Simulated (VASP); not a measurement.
# Al2O: relaxation of cell and atoms with PBE

Crystal: Al2O.

```
Al O
1.0
     2.88634    0.00000    0.00000
    -0.04440    3.67351    0.00000
    -0.31508   -0.15641    7.95984
Al O
4 2
Direct
  0.96644 0.54849 0.99025
  0.99186 0.05654 0.48990
  0.50860 0.14400 0.20837
  0.48750 0.65697 0.71019
  0.01462 0.04432 0.05435
  0.03099 0.54969 0.54694
```

* Program: VASP 6.6.1
* Task: relaxation of cell and atoms
* Functional: PBE
* Potentials or basis: VASP PAW PBE potentials, release 64 (Al, O)
* Cutoff: 600 eV
* k mesh: 6 × 6 × 2
* Occupations: gaussian, width 0.1 eV
* Spin: no spin polarisation
* Dipole correction: no
* Further INCAR settings: ALGO = Normal; EDIFF = 1e-07; IBRION = 2; EDIFFG = -0.04; NSW = 90; ISIF = 3

```yaml
Relaxed_volume: 14.73 Å³/atom
Relaxed_cell: a = 2.854 Å, b = 3.748 Å, c = 8.267 Å, α = 87.90°, β = 90.14°, γ = 90.02°
Space_group_after_relaxing_to_0.05_Å: Pm (No. 6)
Energy_gained_by_relaxing: 42.0 meV/atom
Ionic_steps: 14
Pressure_after_relaxing: -0.1 GPa
Largest_force_after_relaxing: 0.038 eV/Å
Band_gap_on_the_k_mesh: zero (band 12 reaches 7.09 eV, above the bottom of band 13 at 6.35 eV)
```

Forces on the atoms (eV/Å):
```
Al  -0.002 -0.001  0.027
Al   0.000 -0.006  0.034
Al  -0.019  0.004 -0.030
Al  -0.016 -0.015 -0.024
O    0.031  0.021  0.005
O    0.006 -0.004 -0.011
```

Step by step:
```tsv
step	energy change (eV)	largest force (eV/Å)	pressure (GPa)	volume (Å³)
1	0.0000	0.7218	4.04	84.40
2	-0.1382	0.6696	-1.74	88.78
3	-0.1393	0.6720	-2.21	89.21
4	-0.2068	0.3314	-0.47	88.31
5	-0.2096	0.3522	0.04	88.09
6	-0.2342	0.1897	0.33	87.91
7	-0.2406	0.1790	0.62	87.76
8	-0.2471	0.1178	-0.42	88.60
9	-0.2471	0.1190	-0.44	88.61
10	-0.2498	0.0631	0.02	88.32
11	-0.2499	0.0664	0.05	88.31
12	-0.2510	0.0467	0.05	88.29
13	-0.2513	0.0646	0.05	88.28
14	-0.2522	0.0378	-0.06	88.36
```

Final structure:
```cif
data_structure
_symmetry_space_group_name_H-M 'P 1'
_symmetry_Int_Tables_number 1
_cell_length_a 2.8535
_cell_length_b 3.7481
_cell_length_c 8.2671
_cell_angle_alpha 87.897
_cell_angle_beta 90.136
_cell_angle_gamma 90.020
_cell_volume 88.36
loop_
_atom_site_label
_atom_site_type_symbol
_atom_site_fract_x
_atom_site_fract_y
_atom_site_fract_z
_atom_site_occupancy
Al1 Al 0.99744 0.56838 0.98864 1
Al2 Al 0.00205 0.07219 0.48863 1
Al3 Al 0.49825 0.12965 0.20462 1
Al4 Al 0.50375 0.63413 0.70467 1
O1 O 0.99574 0.04601 0.05667 1
O2 O 0.00276 0.54965 0.55678 1
```

Levels at points of the mesh, in eV from the Fermi level:
```
           k point  band 10  band 11  band 12  band 13  band 14  band 15
(0.00, 0.00, 0.00)    -4.42    -2.82    -0.89     1.84     3.16     3.77
(0.50, 0.00, 0.00)    -2.39    -2.04    -0.01     0.29     1.13     3.28
(0.00, 0.50, 0.00)    -4.05    -1.47    -1.45     0.79     0.83     4.61
(0.50, 0.50, 0.00)    -2.98    -0.48    -0.46     0.07     0.08     2.82
(0.00, 0.00, 0.50)    -4.96    -1.99    -1.99     3.27     3.29     4.19
(0.50, 0.00, 0.50)    -2.32    -1.42    -1.41     1.02     1.02     2.44
(0.00, 0.50, 0.50)    -3.98    -1.53    -1.29     1.89     1.98     2.03
(0.50, 0.50, 0.50)    -2.84    -0.80    -0.26    -0.08     0.72     2.79
```

Run time: 11 min on 1 thread of AMD EPYC 7R13 Processor (Zen 3), with other jobs on the host, peak memory 0.2 GiB.

Caveat: the k points lie up to 0.38 Å⁻¹ apart in the final cell.
